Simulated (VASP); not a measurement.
A run of VASP 6.6.1 is set up as follows.

The input INCAR:

```
SYSTEM = CuO
PREC = Accurate ; ENCUT = 820
EDIFF = 1E-6 ; ISMEAR = 0
SIGMA = 0.1 ; LREAL = .False.
LASPH = .True. ; NELM = 120
ALGO = Normal ; ISIF = 2
LWAVE = .False. ; LCHARG = .False.
GGA = PS ; NBANDS = 33
GGA_COMPAT = .False.
```

Contents of KPOINTS:

```
regular mesh
0
Gamma
  1 1 1
  0 0 0
```

The input POSCAR:

```
CuO
1.0
    2.9027900792      0.0128346910     -0.0340833917
    0.0522224784      2.8448878033      0.0026072298
   -0.0435563076      0.0226345624      5.2731527454
Cu O
2 2
Direct
    0.5106995731      0.0053434258      0.4983983317
    0.0537874343      0.4780918003     -0.0097061318
   -0.0431909901      0.9791177467      0.2496237619
    1.0253855975      0.0012663399      0.7685903712
```

Potentials or basis: VASP PAW PBE potentials, release 64 (Cu_sv_GW, O).

Command:

```sh
$ cat potpaw_PBE.64/Cu_sv_GW/POTCAR potpaw_PBE.64/O/POTCAR > POTCAR
$ mpirun -np 1 vasp_gam > vasp.out
```

(1) Predict the pressure.

(2) What does it give for the largest force?

Results:

(1) -4.1 GPa.

(2) 3.099 eV/Å.

Caveat: the k points lie up to 2.21 Å⁻¹ apart, too coarse for converged energies, forces and pressures; the PAW data sets were made with another functional, which shifts forces and pressure a little.
